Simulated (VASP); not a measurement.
# WC (P3m1) in VASP: further runs

Runs on WC. Level: PBEsol. Tasks: single point.

All numbers are computed with VASP 6.6.1; they aren't measurements. Logs are shortened: lines on timing, memory, paths and dates and some standing lists are left out, and cuts for length are marked.

## 1. The cell of the first run

The structure is trigonal, space group P3m1 (No. 156). The conventional cell has a = 2.901 Å, b = 2.901 Å, c = 2.829 Å, α = 90.00°, β = 90.00°, γ = 120.00°. Within 2.7 Å of W (site symmetry 3m) lie 6 C at 2.05 to 2.34 Å. C (site symmetry 3m) has 6 W at 2.05 to 2.34 Å within 2.7 Å.

## 2. Single point, PBEsol (all W atoms moved +0.225 Å, as atom 1 along Cartesian [0 0 1])

File INCAR:

```
SYSTEM = WC
PREC = Accurate ; ENCUT = 1300
EDIFF = 1E-6 ; ISMEAR = 0
SIGMA = 0.15 ; LREAL = .FALSE.
LASPH = .TRUE. ; NELM = 120
ALGO = Normal ; ISIF = 2
LWAVE = .FALSE. ; LCHARG = .FALSE.
GGA = PS ; NBANDS = 16
GGA_COMPAT = .FALSE.
```

File KPOINTS:

```
regular mesh
0
G
  6 6 6
  0 0 0
```

File POSCAR:

```
WC
1.0
    2.9005014360      0.0000000000      0.0000000000
   -1.4502507180      2.5119079273      0.0000000000
    0.0000000000      0.0000000000      2.8290000000
W C
1 1
Direct
    0.0000000000      0.0000000000      0.0795334040
    0.6666666667      0.3333333333      0.5000000000
```

Potentials or basis: VASP PAW PBE potentials, release 64 (W_sv, C_h).

Started as:

```sh
$ cat potpaw_PBE.64/W_sv/POTCAR potpaw_PBE.64/C_h/POTCAR > POTCAR
$ mpirun -np 1 vasp_std > vasp.out
```

OUTCAR:

```text
SYSTEM = WC
   PREC = Accurate
   ENCUT = 1300
   EDIFF = 1E-6
   ISMEAR = 0
   LREAL = .FALSE.
   LASPH = .TRUE.
   NELM = 120
   ISIF = 2
   GGA = PS

 ion  position               nearest neighbor table
   1  0.000  0.000  0.080-   2 2.05   2 2.05   2 2.05   2 2.34   2 2.34   2 2.34
   2  0.667  0.333  0.500-   1 2.05   1 2.05   1 2.05   1 2.34   1 2.34   1 2.34

  LATTYP: Found a hexagonal cell.
 ALAT       =     2.9005014360
 C/A-ratio  =     0.9753485949

  Lattice vectors:

 A1 = (   2.9005014360,   0.0000000000,   0.0000000000)
 A2 = (  -1.4502507180,   2.5119079273,   0.0000000000)
 A3 = (   0.0000000000,   0.0000000000,   2.8290000000)

Analysis of symmetry for initial positions (statically):
=====================================================================
 Subroutine PRICEL returns:
 Original cell was already a primitive cell.

 Routine SETGRP: Setting up the symmetry group for a
 hexagonal supercell.

 Subroutine GETGRP returns: Found  6 space group operations
 (whereof  6 operations were pure point group operations)
 out of a pool of 24 trial point group operations.

The static configuration has the point symmetry C_3v.

Analysis of symmetry for dynamics (positions and initial velocities):
=====================================================================
 Subroutine PRICEL returns:
 Original cell was already a primitive cell.

 Routine SETGRP: Setting up the symmetry group for a
 hexagonal supercell.

 Subroutine GETGRP returns: Found  6 space group operations
 (whereof  6 operations were pure point group operations)
 out of a pool of 24 trial point group operations.

The dynamic configuration has the point symmetry C_3v.

 Subroutine INISYM returns: Found  6 space group operations
 (whereof  6 operations are pure point group operations),
 and found     1 'primitive' translations

----------------------------------------------------------------------------------------

                                     Primitive cell

  volume of cell :      20.6115

  direct lattice vectors                    reciprocal lattice vectors
     2.900501436  0.000000000  0.000000000     0.344767973  0.199051882  0.000000000
    -1.450250718  2.511907927  0.000000000     0.000000000  0.398103764  0.000000000
     0.000000000  0.000000000  2.829000000     0.000000000  0.000000000  0.353481796

  length of vectors
     2.900501436  2.900501436  2.829000000     0.398103764  0.398103764  0.353481796

  position of ions in fractional coordinates (direct lattice)
     0.000000000  0.000000000  0.079533404
     0.666666667  0.333333333  0.500000000

  ion indices of the primitive-cell ions
   primitive index   ion index
                 1           1
                 2           2

----------------------------------------------------------------------------------------

 KPOINTS: regular mesh

Automatic generation of k-mesh.
 Grid dimensions read from file:
 generate k-points for:    6    6    6

 Generating k-lattice:

  Cartesian coordinates                     Fractional coordinates (reciprocal lattice)
     0.057461329  0.033175314  0.000000000     0.166666667 -0.000000000  0.000000000
     0.000000000  0.066350627  0.000000000     0.000000000  0.166666667  0.000000000
     0.000000000  0.000000000  0.058913633     0.000000000  0.000000000  0.166666667

  Length of vectors
     0.066350627  0.066350627  0.058913633

  Shift w.r.t. Gamma in fractional coordinates (k-lattice)
     0.000000000  0.000000000  0.000000000

 Subroutine IBZKPT returns following result:
 ===========================================

 Found     34 irreducible k-points:

 Following reciprocal coordinates:
            Coordinates               Weight
  0.000000  0.000000  0.000000      1.000000
  0.166667 -0.000000  0.000000      6.000000
  0.333333 -0.000000  0.000000      6.000000
  0.500000 -0.000000  0.000000      3.000000
  0.166667  0.166667  0.000000      6.000000
  0.333333  0.166667  0.000000     12.000000
[... 16 lines left out ...]
  0.500000 -0.000000  0.333333      6.000000
  0.166667  0.166667  0.333333     12.000000
 [... further k-points ...]
   k-points           NKPTS =     34   k-points in BZ     NKDIM =     34   number of bands    NBANDS=     16
   number of dos      NEDOS =    301   number of ions     NIONS =      2
   total plane-waves  NPLWV =  46656
   dimension x,y,z NGX =    36 NGY =   36 NGZ =   36
   dimension x,y,z NGXF=    72 NGYF=   72 NGZF=   72
   ions per type =               1   1
   NGX,Y,Z   is equivalent  to a cutoff of  20.63, 20.63, 21.16 a.u.
   NGXF,Y,Z  is equivalent  to a cutoff of  41.27, 41.27, 42.31 a.u.
 SYSTEM =  WC
   PREC   = accura    normal or accurate (medium, high low for compatibility)
   ISTART =      0    job   : 0-new  1-cont  2-samecut
   ICHARG =      2    charge: 1-file 2-atom 10-const
   ISPIN  =      1    spin polarized calculation?
   LNONCOLLINEAR =      F non collinear calculations
   LSORBIT =      F    spin-orbit coupling
   LASPH  =      T    aspherical Exc in radial PAW
   ENCUT  = 1300.0 eV  95.55 Ry    9.77 a.u.   8.53  8.53  8.32*2*pi/ulx,y,z
   NELM   =    120;   NELMIN=  2; NELMDL= -5     # of ELM steps
   EDIFF  = 0.1E-05   stopping-criterion for ELM
   LREAL  =      F    real-space projection
   EDIFFG = 0.1E-04   stopping-criterion for IOM
   NSW    =      0    number of steps for IOM
   IBRION =     -1    ionic relax: 0-MD 1-quasi-New 2-CG
   NFREE  =      0    steps in history (QN), initial steepest desc. (CG)
   ISIF   =      2    stress and relaxation
   ISYM   =      2    0-nonsym 1-usesym 2-fastsym
   POTIM  = 0.5000    time-step for ionic-motion
   TEBEG  =    0.0;   TEEND  =   0.0 temperature during run
   PSTRESS=    0.0 pullay stress
   NELECT =      18.0000    total number of electrons
   NUPDOWN=      -1.0000    fix difference up-down
   EMIN   =  10.00;   EMAX   =-10.00  energy-range for DOS
   EFERMI =   0.00;   METHOD = LEGACY
   ISMEAR =     0;   SIGMA  =   0.15  broadening in eV -4-tet -1-fermi 0-gaus
   EFERMI_NEDOS =   21; number of points for ismear=-14 and -15
   IALGO  =     38    algorithm
   IMIX   =      4    mixing-type and parameters
     AMIX     =   0.40;   BMIX     =  1.00
     AMIX_MAG =   1.60;   BMIX_MAG =  1.00
  volume/ion in A,a.u.               =      10.31        69.55
  Fermi-wavevector in a.u.,A,eV,Ry     =   1.564813  2.957068 33.315762  2.448639
  Thomas-Fermi vector in A             =   2.667381
   LORBIT       =      0    0 simple, 1 ext, 2 COOP (PROOUT), +10 PAW based schemes
   GGA     = PS    functional components
   LHFCALC =     F    Hartree Fock is set to
   AEXX    =    0.0000 exact exchange contribution
   IVDW    =     0    specifies the selected vdW correction
   LEPSILON=     F    determine dielectric tensor
   LRPA    =     F    only Hartree local field effects (RPA)
 non-spin polarized calculation
 Gauss-broadening in eV      SIGMA  =   0.15
  energy-cutoff  :     1300.00
  volume of cell :       20.61
 maximum number of plane-waves:      2236
 NGX is ok and might be reduce to    36
   NGX = 17   NGY = 17   NGZ = 17

 number of electron      18.0000000 magnetization

 Free energy of the ion-electron system (eV)
  ---------------------------------------------------
  ext. energy  EPLUGINS =         0.00000000
  ---------------------------------------------------
  free energy    TOTEN  =       -23.52928619 eV

  energy without entropy =      -23.52399402  energy(sigma->0) =      -23.52664011

 E-fermi :  11.5686     XC(G=0): -13.9727

 val. band max:       11.4512696481   @ k =   0.0000   0.0000   0.3333
 cond. band min:      11.6271902777   @ k =   0.0000   0.1667   0.3333
 fundamental gap:      0.1759206296
 Fermi energy:        11.5686226055

 k-point     1 :       0.0000    0.0000    0.0000
  band No.  band energies     occupation
      1     -62.4602      2.00000
      2     -26.4598      2.00000
      3     -26.3852      2.00000
      4     -26.3852      2.00000
      5      -3.0975      2.00000
      6       6.4505      2.00000
[... 8 lines left out ...]
     15      24.5123      0.00000
     16      28.2351      0.00000

 k-point     2 :       0.1667   -0.0000    0.0000
  band No.  band energies     occupation
      1     -62.4448      2.00000
      2     -26.6121      2.00000
      3     -26.4364      2.00000
      4     -26.4298      2.00000
      5      -2.3849      2.00000
      6       6.1601      2.00000
[... 8 lines left out ...]
     15      24.6406      0.00000
     16      28.8929      0.00000

 k-point     3 :       0.3333   -0.0000    0.0000
  band No.  band energies     occupation
      1     -62.4139      2.00000
      2     -27.0415      2.00000
      3     -26.5373      2.00000
      4     -26.3725      2.00000
      5      -0.7824      2.00000
      6       4.8235      2.00000
[... 8 lines left out ...]
     15      26.0864      0.00000
     16      27.8129      0.00000

 k-point     4 :       0.5000   -0.0000    0.0000
  band No.  band energies     occupation
      1     -62.3984      2.00000
      2     -27.2470      2.00000
      3     -26.5870      2.00000
      4     -26.3436      2.00000
      5       0.1815      2.00000
      6       4.3288      2.00000
[... 8 lines left out ...]
     15      24.5091      0.00000
     16      28.2269      0.00000

 k-point     5 :       0.1667    0.1667    0.0000
  band No.  band energies     occupation
      1     -62.4217      2.00000
      2     -26.8956      2.00000
      3     -26.5559      2.00000
      4     -26.3869      2.00000
      5      -1.1936      2.00000
      6       5.2155      2.00000
[... 8 lines left out ...]
     15      25.7373      0.00000
     16      29.2492      0.00000

 k-point     6 :       0.3333    0.1667    0.0000
  band No.  band energies     occupation
      1     -62.3985      2.00000
      2     -27.1410      2.00000
      3     -26.7028      2.00000
      4     -26.3435      2.00000
      5       0.2693      2.00000
      6       4.5767      2.00000
[... 8 lines left out ...]
     15      26.3737      0.00000
     16      28.0953      0.00000

 k-point     7 :       0.3333    0.3333    0.0000
  band No.  band energies     occupation
      1     -62.3907      2.00000
      2     -27.0247      2.00000
      3     -26.9560      2.00000
      4     -26.3290      2.00000
      5       0.9273      2.00000
      6       4.9155      2.00000
[... 8 lines left out ...]
     15      27.0826      0.00000
     16      27.3897      0.00000

 k-point     8 :       0.0000    0.0000    0.1667
  band No.  band energies     occupation
      1     -62.4496      2.00000
      2     -26.6596      2.00000
      3     -26.3679      2.00000
      4     -26.3679      2.00000
      5      -2.4510      2.00000
      6       6.1363      2.00000
[... 8 lines left out ...]
     15      25.6845      0.00000
     16      28.7887      0.00000

 k-point     9 :       0.1667   -0.0000    0.1667
  band No.  band energies     occupation
      1     -62.4343      2.00000
      2     -26.6351      2.00000
      3     -26.5818      2.00000
      4     -26.4182      2.00000
      5      -1.8146      2.00000
      6       6.4204      2.00000
[... 8 lines left out ...]
     15      24.9550      0.00000
     16      29.1082      0.00000
[... 172 lines left out ...]
 k-point    19 :       0.1667   -0.0000    0.3333
  band No.  band energies     occupation
      1     -62.4131      2.00000
      2     -27.0025      2.00000
      3     -26.5479      2.00000
      4     -26.3818      2.00000
      5      -0.4424      2.00000
      6       4.8576      2.00000
[... 8 lines left out ...]
     15      25.9402      0.00000
     16      29.3662      0.00000

 k-point    20 :       0.0000    0.1667    0.3333
  band No.  band energies     occupation
      1     -62.4131      2.00000
      2     -27.0026      2.00000
      3     -26.5476      2.00000
      4     -26.3819      2.00000
      5      -0.4302      2.00000
      6       4.7269      2.00000
[... 8 lines left out ...]
     15      25.8138      0.00000
     16      28.7246      0.00000

 k-point    21 :       0.3333   -0.0000    0.3333
  band No.  band energies     occupation
      1     -62.3827      2.00000
      2     -26.9678      2.00000
      3     -26.9133      2.00000
      4     -26.4780      2.00000
      5       0.0556      2.00000
      6       4.9217      2.00000
[... 8 lines left out ...]
     15      25.7923      0.00000
     16      29.0641      0.00000

 k-point    22 :       0.0000    0.3333    0.3333
  band No.  band energies     occupation
      1     -62.3827      2.00000
      2     -26.9703      2.00000
      3     -26.9105      2.00000
      4     -26.4782      2.00000
      5       0.1083      2.00000
      6       4.4098      2.00000
[... 8 lines left out ...]
     15      24.6896      0.00000
     16      29.0315      0.00000

 k-point    23 :       0.5000   -0.0000    0.3333
  band No.  band energies     occupation
      1     -62.3675      2.00000
      2     -27.1595      2.00000
      3     -26.8780      2.00000
      4     -26.5256      2.00000
      5       0.2401      2.00000
      6       4.2205      2.00000
[... 8 lines left out ...]
     15      25.6964      0.00000
     16      27.7718      0.00000

 k-point    24 :       0.1667    0.1667    0.3333
  band No.  band energies     occupation
      1     -62.3904      2.00000
      2     -26.9444      2.00000
      3     -26.8169      2.00000
      4     -26.4960      2.00000
      5       0.0012      2.00000
      6       5.2033      2.00000
[... 8 lines left out ...]
     15      25.3153      0.00000
     16      27.9823      0.00000

 [... further k-points ...]

------------------------ aborting loop because EDIFF is reached ----------------------------------------

  FORCE on cell =-STRESS in cart. coord.  units (eV):
  Direction    XX          YY          ZZ          XY          YZ          ZX
  --------------------------------------------------------------------------------------
  -------------------------------------------------------------------------------------
  Total        1.4008686      1.4008686      1.7604016     -0.0000000      0.0000000      0.0000000
  in kB      108.8925643    108.8925643    136.8398515     -0.0000000      0.0000000      0.0000000
  external PRESSURE =     118.2083267 kB  Pullay stress =       0.0000000 kB

 VOLUME and BASIS-vectors are now :
 -----------------------------------------------------------------------------
  energy-cutoff  :     1300.00
  volume of cell :       20.61
      direct lattice vectors                 reciprocal lattice vectors
     2.900501436  0.000000000  0.000000000     0.344767973  0.199051882  0.000000000
    -1.450250718  2.511907927  0.000000000     0.000000000  0.398103764  0.000000000
     0.000000000  0.000000000  2.829000000     0.000000000  0.000000000  0.353481796

 POSITION                                       TOTAL-FORCE (eV/Angst)
 -----------------------------------------------------------------------------------
      0.00000      0.00000      0.22500        -0.000000      0.000000     -3.574722
      1.45025      0.83730      1.41450         0.000000      0.000000      3.574722
 -----------------------------------------------------------------------------------
    total drift:                               -0.000000      0.000000      0.000621

  FREE ENERGIE OF THE ION-ELECTRON SYSTEM (eV)
  ---------------------------------------------------
  free  energy   TOTEN  =       -23.5292861920 eV

  energy  without entropy=      -23.5239940242  energy(sigma->0) =      -23.52664011
```

Wall time 16 s (1 thread of AMD EPYC 9R45 (Zen 5), shared host); peak memory 0.21 GiB.

Results:

* Free energy: -23.5293 eV
* Pressure: 11.8 GPa
* Largest force: 3.575 eV/Å
* Band gap on the k mesh: zero (bands 9 and 10 overlap by 1.36 eV)

Forces on the atoms (eV/Å):
```
W    0.000  0.000 -3.575
C    0.000  0.000  3.575
```

Stress tensor (GPa, compression positive):
```
10.89  0.00  0.00
 0.00 10.89  0.00
 0.00  0.00 13.68
```

Levels at points of the mesh, in eV from the Fermi level:
```csv
k point,band 7,band 8,band 9,band 10,band 11,band 12
"(0.00, 0.00, 0.00)",-3.89,-3.89,0.81,2.81,2.81,6.20
"(0.50, 0.00, 0.00)",-4.21,-3.12,-1.24,2.75,4.44,4.53
"(0.00, 0.00, 0.50)",-2.85,-2.85,-0.55,-0.55,3.94,4.78
"(0.50, 0.00, 0.50)",-4.62,-4.17,0.16,4.17,5.20,6.31
```

Caveat: the k points lie up to 0.42 Å⁻¹ apart, too coarse for converged energies and pressures of a metal; the cell differs from its parent crystal (all W atoms moved +0.225 Å, as atom 1 along Cartesian [0 0 1]); the PAW data sets were made with another functional, which shifts forces and pressure a little; spin-orbit coupling is left out, which moves the levels of the heavy elements.

[end of part 1 of 2]

The gap in the log of VASP goes by the Fermi energy; the results here count the filled bands.